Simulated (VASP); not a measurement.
# TaN (Fm-3m) in VASP: settings compared, part 2 of 3

VASP 6.6.1.

### Step 3. Relaxation of cell and atoms, revPBE

The input, INCAR:

```
  PREC = Accurate
  ENCUT = 600
  EDIFF = 1E-6
  ISMEAR = -1
  SIGMA = 0.05
  LREAL = False
  LASPH = True
  NELM = 100
  ALGO = Normal
  ISIF = 3
  LWAVE = False
  LCHARG = False
  GGA = RE
  IBRION = 2
  NSW = 60
  EDIFFG = -0.01
```

The input, KPOINTS:

```
regular mesh
0
Gamma
  10 10 10
```

The input, POSCAR:

```
TaN
1.0
    0.0000000000      2.2113230000      2.2113230000
    2.2113230000      0.0000000000      2.2113230000
    2.2113230000      2.2113230000      0.0000000000
Ta N
1 1
Direct
    0.5000000000      0.5000000000      0.5000000000
    0.0000000000      0.0000000000      0.0000000000
```

Potentials or basis: VASP PAW PBE potentials, release 64 (Ta_pv, N).

Started as:

```console
> cat potpaw_PBE.64/Ta_pv/POTCAR potpaw_PBE.64/N/POTCAR > POTCAR
> mpirun -np 1 vasp_std > vasp.out
```

OUTCAR:

```text
PREC = Accurate
   ENCUT = 600
   EDIFF = 1E-6
   ISMEAR = -1
   LREAL = False
   LASPH = True
   NELM = 100
   ISIF = 3
   GGA = RE
   IBRION = 2
   NSW = 60
   EDIFFG = -0.01

 ion  position               nearest neighbor table
   1  0.500  0.500  0.500-   2 2.21   2 2.21   2 2.21   2 2.21   2 2.21   2 2.21
   2  0.000  0.000  0.000-   1 2.21   1 2.21   1 2.21   1 2.21   1 2.21   1 2.21

  LATTYP: Found a face centered cubic cell.
 ALAT       =     4.4226460000

  Lattice vectors:

 A1 = (   0.0000000000,   2.2113230000,   2.2113230000)
 A2 = (   2.2113230000,   0.0000000000,   2.2113230000)
 A3 = (   2.2113230000,   2.2113230000,   0.0000000000)

Analysis of symmetry for initial positions (statically):
=====================================================================
 Subroutine PRICEL returns:
 Original cell was already a primitive cell.

 Routine SETGRP: Setting up the symmetry group for a
 face centered cubic supercell.

 Subroutine GETGRP returns: Found 48 space group operations
 (whereof 48 operations were pure point group operations)
 out of a pool of 48 trial point group operations.

The static configuration has the point symmetry O_h .

Analysis of symmetry for dynamics (positions and initial velocities):
=====================================================================
 Subroutine PRICEL returns:
 Original cell was already a primitive cell.

[... 231 lines left out ...]
  ---------------------------------------------------
  ext. energy  EPLUGINS =         0.00000000
  ---------------------------------------------------
  free energy    TOTEN  =       -20.98622339 eV

  energy without entropy =      -20.98023546  energy(sigma->0) =      -20.98322943

 E-fermi :   9.3690     XC(G=0): -13.2533

 val. band max:        9.2795618268   @ k =  -0.2000   0.2000   0.0000
 cond. band min:       9.4027123902   @ k =   0.0000   0.0000   0.0000
 fundamental gap:      0.1231505635
 Fermi energy:         9.3689977417

 k-point     1 :       0.0000    0.0000    0.0000
  band No.  band energies     occupation
      1     -26.5281      2.00000
      2     -26.5281      2.00000
      3     -26.5281      2.00000
      4      -9.3616      2.00000
      5       5.5892      2.00000
      6       5.5892      2.00000
      7       5.5892      2.00000
      8       7.3038      2.00000
      9       7.3038      2.00000
     10       7.3038      2.00000
     11       9.4027      0.67507
     12       9.4027      0.67506
[... 331 lines left out ...]
 k-point    24 :       0.4000    0.3000    0.0000
  band No.  band energies     occupation
      1     -27.0764      2.00000
      2     -26.7471      2.00000
      3     -26.7240      2.00000
      4      -7.8565      2.00000
      5       1.5090      2.00000
      6       3.5681      2.00000
      7       4.2204      2.00000
      8       5.5723      2.00000
      9      11.4368      0.00000
     10      12.1514      0.00000
     11      12.2299      0.00000
     12      13.0007      0.00000

 [... further k-points ...]

------------------------ aborting loop because EDIFF is reached ----------------------------------------

  FORCE on cell =-STRESS in cart. coord.  units (eV):
  Direction    XX          YY          ZZ          XY          YZ          ZX
  --------------------------------------------------------------------------------------
  -------------------------------------------------------------------------------------
  Total       -0.0018543     -0.0018543     -0.0018543      0.0000000      0.0000000      0.0000000
  in kB       -0.1362346     -0.1362346     -0.1362346      0.0000000      0.0000000      0.0000000
  external PRESSURE =      -0.1362346 kB  Pullay stress =       0.0000000 kB
[... 17 lines left out ...]
  FREE ENERGIE OF THE ION-ELECTRON SYSTEM (eV)
  ---------------------------------------------------
  free  energy   TOTEN  =       -20.9862233934 eV

  energy  without entropy=      -20.9802354580  energy(sigma->0) =      -20.98322943

 reached required accuracy - stopping structural energy minimisation
```

It took 95 s on 1 thread of Intel Xeon 8259CL, shared host; peak memory 0.17 GiB.

What came out:

* Free energy: -20.9862 eV
* Relaxed volume: 10.90 Å³/atom
* Relaxed cell: a = 3.136 Å, b = 3.136 Å, c = 3.136 Å, α = 60.00°, β = 60.00°, γ = 60.00°
* Space group after relaxing (to 0.05 Å): Fm-3m (No. 225)
* Energy gained by relaxing: 0.8 meV/atom
* Ionic steps: 3
* Pressure after relaxing: 0.0 GPa
* Band gap on the k mesh: zero (band 8 reaches 11.16 eV, above the bottom of band 9 at 7.30 eV)

Step by step:
```
step  energy change (eV)  largest force (eV/Å)  pressure (GPa)  volume (Å³)
   1              0.0000                0.0000            2.70        21.63
   2              0.0054                0.0000           -5.49        22.20
   3             -0.0015                0.0000           -0.01        21.81
```

Final structure:
```
CELL_PARAMETERS angstrom
0.00000 2.21748 2.21748
2.21748 0.00000 2.21748
2.21748 2.21748 0.00000
ATOMIC_POSITIONS crystal
Ta 0.50000 0.50000 0.50000
N 0.00000 0.00000 0.00000
```

Caveat: the PAW data sets were made with another functional, which shifts forces and pressure a little; spin-orbit coupling is left out, which moves the levels of the heavy elements.

### Step 4. Relaxation of cell and atoms, BLYP

The input, INCAR:

```
PREC     = Accurate       # precision mode
ENCUT    = 600            # plane-wave cutoff, eV
EDIFF    = 1E-7           # SCF threshold, eV
ISMEAR   = -1             # smearing method
SIGMA    = 0.05           # smearing width, eV
LREAL    = F              # projectors in reciprocal space
LASPH    = T              # aspherical terms in the spheres
NELM     = 80             # most SCF steps
ALGO     = Normal         # electronic algorithm
ISIF     = 3              # what is computed and relaxed
LWAVE    = F              # write WAVECAR
LCHARG   = F              # write CHGCAR
GGA      = B5             # functional
ALDAX    = 1.0          
AGGAX    = 1.0          
AGGAC    = 1.0          
ALDAC    = 0.0          
IBRION   = 2              # ionic algorithm
NSW      = 60             # ionic steps
EDIFFG   = -0.01          # ionic threshold
```

The input, KPOINTS:

```
Automatic mesh
0
Gamma
  10 10 10
```

POSCAR is that of step 3.

Potentials or basis: VASP PAW PBE potentials, release 64 (Ta_pv, N).

Started as:

```console
> cat potpaw_PBE.64/Ta_pv/POTCAR potpaw_PBE.64/N/POTCAR > POTCAR
> mpirun -np 1 vasp_std > vasp.out
```

OUTCAR:

```text
PREC = Accurate
   ENCUT = 600
   EDIFF = 1E-7
   ISMEAR = -1
   LREAL = F
   LASPH = T
   NELM = 80
   ISIF = 3
   GGA = B5
   IBRION = 2
   NSW = 60
   EDIFFG = -0.01

 ion  position               nearest neighbor table
   1  0.500  0.500  0.500-   2 2.21   2 2.21   2 2.21   2 2.21   2 2.21   2 2.21
   2  0.000  0.000  0.000-   1 2.21   1 2.21   1 2.21   1 2.21   1 2.21   1 2.21

  LATTYP: Found a face centered cubic cell.
 ALAT       =     4.4226460000

  Lattice vectors:

 A1 = (   0.0000000000,   2.2113230000,   2.2113230000)
 A2 = (   2.2113230000,   0.0000000000,   2.2113230000)
 A3 = (   2.2113230000,   2.2113230000,   0.0000000000)

Analysis of symmetry for initial positions (statically):
=====================================================================
 Subroutine PRICEL returns:
 Original cell was already a primitive cell.

 Routine SETGRP: Setting up the symmetry group for a
 face centered cubic supercell.

 Subroutine GETGRP returns: Found 48 space group operations
 (whereof 48 operations were pure point group operations)
 out of a pool of 48 trial point group operations.

The static configuration has the point symmetry O_h .

Analysis of symmetry for dynamics (positions and initial velocities):
=====================================================================
 Subroutine PRICEL returns:
 Original cell was already a primitive cell.

 Routine SETGRP: Setting up the symmetry group for a
 face centered cubic supercell.

 Subroutine GETGRP returns: Found 48 space group operations
 (whereof 48 operations were pure point group operations)
 out of a pool of 48 trial point group operations.

The dynamic configuration has the point symmetry O_h .

 Subroutine INISYM returns: Found 48 space group operations
 (whereof 48 operations are pure point group operations),
 and found     1 'primitive' translations

----------------------------------------------------------------------------------------

                                     Primitive cell

  volume of cell :      21.6265

  direct lattice vectors                    reciprocal lattice vectors
     0.000000000  2.211323000  2.211323000    -0.226108985  0.226108985  0.226108985
     2.211323000  0.000000000  2.211323000     0.226108985 -0.226108985  0.226108985
     2.211323000  2.211323000  0.000000000     0.226108985  0.226108985 -0.226108985

  length of vectors
     3.127282977  3.127282977  3.127282977     0.391632251  0.391632251  0.391632251

  position of ions in fractional coordinates (direct lattice)
     0.500000000  0.500000000  0.500000000
     0.000000000  0.000000000  0.000000000

  ion indices of the primitive-cell ions
   primitive index   ion index
                 1           1
                 2           2

----------------------------------------------------------------------------------------

 KPOINTS: Automatic mesh

Automatic generation of k-mesh.
 Grid dimensions read from file:
 generate k-points for:   10   10   10

 Generating k-lattice:

  Cartesian coordinates                     Fractional coordinates (reciprocal lattice)
    -0.022610899  0.022610899  0.022610899     0.100000000  0.000000000  0.000000000
     0.022610899 -0.022610899  0.022610899     0.000000000  0.100000000  0.000000000
     0.022610899  0.022610899 -0.022610899     0.000000000  0.000000000  0.100000000
[... 51 lines left out ...]
   ISPIN  =      1    spin polarized calculation?
   LNONCOLLINEAR =      F non collinear calculations
   LSORBIT =      F    spin-orbit coupling
   LASPH  =      T    aspherical Exc in radial PAW
   ENCUT  =  600.0 eV  44.10 Ry    6.64 a.u.   6.25  6.25  6.25*2*pi/ulx,y,z
   NELM   =     80;   NELMIN=  2; NELMDL= -5     # of ELM steps
   EDIFF  = 0.1E-06   stopping-criterion for ELM
   LREAL  =      F    real-space projection
   EDIFFG = -.1E-01   stopping-criterion for IOM
   NSW    =     60    number of steps for IOM
   IBRION =      2    ionic relax: 0-MD 1-quasi-New 2-CG
   NFREE  =      1    steps in history (QN), initial steepest desc. (CG)
   ISIF   =      3    stress and relaxation
   ISYM   =      2    0-nonsym 1-usesym 2-fastsym
   POTIM  = 0.5000    time-step for ionic-motion
   TEBEG  =    0.0;   TEEND  =   0.0 temperature during run
   PSTRESS=    0.0 pullay stress
   NELECT =      16.0000    total number of electrons
   NUPDOWN=      -1.0000    fix difference up-down
   EMIN   =  10.00;   EMAX   =-10.00  energy-range for DOS
   EFERMI =   0.00;   METHOD = LEGACY
   ISMEAR =    -1;   SIGMA  =   0.05  broadening in eV -4-tet -1-fermi 0-gaus
   EFERMI_NEDOS =   21; number of points for ismear=-14 and -15
   IALGO  =     38    algorithm
   IMIX   =      4    mixing-type and parameters
     AMIX     =   0.40;   BMIX     =  1.00
     AMIX_MAG =   1.60;   BMIX_MAG =  1.00
  volume/ion in A,a.u.               =      10.81        72.97
  Fermi-wavevector in a.u.,A,eV,Ry     =   1.480651  2.798024 29.828417  2.192327
  Thomas-Fermi vector in A             =   2.594659
   LORBIT       =      0    0 simple, 1 ext, 2 COOP (PROOUT), +10 PAW based schemes
   GGA     = B5    functional components
   LHFCALC =     F    Hartree Fock is set to
   AEXX    =    0.0000 exact exchange contribution
   IVDW    =     0    specifies the selected vdW correction
   LEPSILON=     F    determine dielectric tensor
   LRPA    =     F    only Hartree local field effects (RPA)
 conjugate gradient relaxation of ions
 non-spin polarized calculation
  energy-cutoff  :      600.00
  volume of cell :       21.63
 maximum number of plane-waves:       740
 NGX is ok and might be reduce to    28
   NGX = 13   NGY = 13   NGZ = 13

--------------------------------------- Ionic step        1  -------------------------------------------

 number of electron      15.9999999 magnetization

 Free energy of the ion-electron system (eV)
  ---------------------------------------------------
  ext. energy  EPLUGINS =         0.00000000
  ---------------------------------------------------
  free energy    TOTEN  =       -19.82962698 eV

  energy without entropy =      -19.82296600  energy(sigma->0) =      -19.82629649

------------------------ aborting loop because EDIFF is reached ----------------------------------------

  FORCE on cell =-STRESS in cart. coord.  units (eV):
  Direction    XX          YY          ZZ          XY          YZ          ZX
  --------------------------------------------------------------------------------------
  -------------------------------------------------------------------------------------
  Total        1.6337386      1.6337386      1.6337386      0.0000000      0.0000000      0.0000000
  in kB      121.0337864    121.0337864    121.0337864      0.0000000      0.0000000      0.0000000
  external PRESSURE =     121.0337864 kB  Pullay stress =       0.0000000 kB
[... 95 lines left out ...]
--------------------------------------- Ionic step        4  -------------------------------------------

 number of electron      16.0000001 magnetization

 Free energy of the ion-electron system (eV)
  ---------------------------------------------------
  ext. energy  EPLUGINS =         0.00000000
  ---------------------------------------------------
  free energy    TOTEN  =       -19.85963517 eV

  energy without entropy =      -19.85258747  energy(sigma->0) =      -19.85611132

 E-fermi :   9.4613     XC(G=0): -12.4507

 val. band max:        9.3882094738   @ k =  -0.2000   0.2000   0.0000
 cond. band min:       9.4835650103   @ k =   0.0000   0.0000   0.0000
 fundamental gap:      0.0953555364
 Fermi energy:         9.4613184350

 k-point     1 :       0.0000    0.0000    0.0000
  band No.  band energies     occupation
      1     -26.3498      2.00000
      2     -26.3498      2.00000
      3     -26.3498      2.00000
      4      -8.8517      2.00000
      5       5.7702      2.00000
      6       5.7702      2.00000
      7       5.7702      2.00000
      8       7.4863      2.00000
      9       7.4863      2.00000
     10       7.4863      2.00000
     11       9.4836      0.78113
     12       9.4836      0.78111
[... 331 lines left out ...]
 k-point    24 :       0.4000    0.3000    0.0000
  band No.  band energies     occupation
      1     -26.8454      2.00000
      2     -26.5488      2.00000
      3     -26.5280      2.00000
      4      -7.4437      2.00000
      5       1.8933      2.00000
      6       3.8945      2.00000
      7       4.4628      2.00000
      8       5.8581      2.00000
      9      11.3969      0.00000
     10      12.0156      0.00000
     11      12.0941      0.00000
     12      12.9662      0.00000

 [... further k-points ...]

------------------------ aborting loop because EDIFF is reached ----------------------------------------

  FORCE on cell =-STRESS in cart. coord.  units (eV):
  Direction    XX          YY          ZZ          XY          YZ          ZX
  --------------------------------------------------------------------------------------
  -------------------------------------------------------------------------------------
  Total       -0.0022242     -0.0022242     -0.0022242     -0.0000000     -0.0000000      0.0000000
  in kB       -0.1587398     -0.1587398     -0.1587398     -0.0000000     -0.0000000      0.0000000
  external PRESSURE =      -0.1587398 kB  Pullay stress =       0.0000000 kB
[... 17 lines left out ...]
  FREE ENERGIE OF THE ION-ELECTRON SYSTEM (eV)
  ---------------------------------------------------
  free  energy   TOTEN  =       -19.8596351735 eV

  energy  without entropy=      -19.8525874723  energy(sigma->0) =      -19.85611132

 reached required accuracy - stopping structural energy minimisation
```

Wall time 4.3 min (1 thread of Intel Xeon 8259CL, shared host); peak memory 0.17 GiB.

What came out:

```
Free energy                            : -19.8596 eV
Relaxed volume                         : 11.22 Å³/atom
Relaxed cell                           : a = 3.166 Å, b = 3.166 Å, c = 3.166 Å, α = 60.00°, β = 60.00°, γ = 60.00°
Space group after relaxing (to 0.05 Å) : Fm-3m (No. 225)
Energy gained by relaxing              : 15.0 meV/atom
Ionic steps                            : 4
Pressure after relaxing                : 0.0 GPa
Band gap on the k mesh                 : zero (band 8 reaches 11.09 eV, above the bottom of band 9 at 7.49 eV)
```

Step by step:
```tsv
step	energy change (eV)	largest force (eV/Å)	pressure (GPa)	volume (Å³)
1	0.0000	0.0000	12.10	21.63
2	0.0912	0.0000	-19.65	24.29
3	-0.0300	0.0000	-0.30	22.47
4	-0.0300	0.0000	-0.02	22.45
```

Final structure:
```
CELL_PARAMETERS angstrom
0.00000 2.23901 2.23901
2.23901 0.00000 2.23901
2.23901 2.23901 0.00000
ATOMIC_POSITIONS crystal
Ta 0.50000 0.50000 0.50000
N 0.00000 0.00000 0.00000
```

Caveat: the PAW data sets were made with another functional, which shifts forces and pressure a little; spin-orbit coupling is left out, which moves the levels of the heavy elements.

### Step 5. Single point, PBE

The input, INCAR:

```
SYSTEM = TaN
PREC     = Accurate       ! precision mode
ENCUT    = 600            ! plane-wave cutoff, eV
EDIFF    = 1E-6           ! SCF threshold, eV
ISMEAR   = -1             ! smearing method
SIGMA    = 0.06           ! smearing width, eV
LREAL    = .False.        ! projectors in reciprocal space
LASPH    = .True.         ! aspherical terms in the spheres
NELM     = 120            ! most SCF steps
ALGO     = Normal         ! electronic algorithm
ISIF     = 2              ! what is computed and relaxed
LWAVE    = .False.        ! write WAVECAR
LCHARG   = .True.         ! write CHGCAR
GGA      = PE             ! functional
LELF     = .True.         ! ELF
LVHAR    = .True.       
NBANDS   = 15             ! bands
GGA_COMPAT= .False.
```

The input, KPOINTS:

```
regular mesh
0
Gamma
  7 7 7
  0 0 0
```

POSCAR is that of step 4.

Started as:

```console
> cat potpaw_PBE.64/Ta_pv/POTCAR potpaw_PBE.64/N/POTCAR > POTCAR
> mpirun -np 1 vasp_std > vasp.out
```

It took 16 s on 1 thread of Intel Xeon 8259CL, shared host; peak memory 0.16 GiB.

The run converged. Its results:

| Quantity | Value |
| --- | --- |
| Free energy | -21.8574 eV |
| Pressure | -0.7 GPa |
| Band gap on the k mesh | zero (band 8 reaches 10.65 eV, above the bottom of band 9 at 7.28 eV) |

Levels at points of the mesh, in eV from the Fermi level:
```csv
k point,band 5,band 6,band 7,band 8,band 9,band 10,band 11,band 12
"(0.00, 0.00, 0.00)",-3.74,-3.74,-3.74,-2.06,-2.06,-2.06,0.06,0.06
```

Caveat: spin-orbit coupling is left out, which moves the levels of the heavy elements.

[end of part 2 of 3]
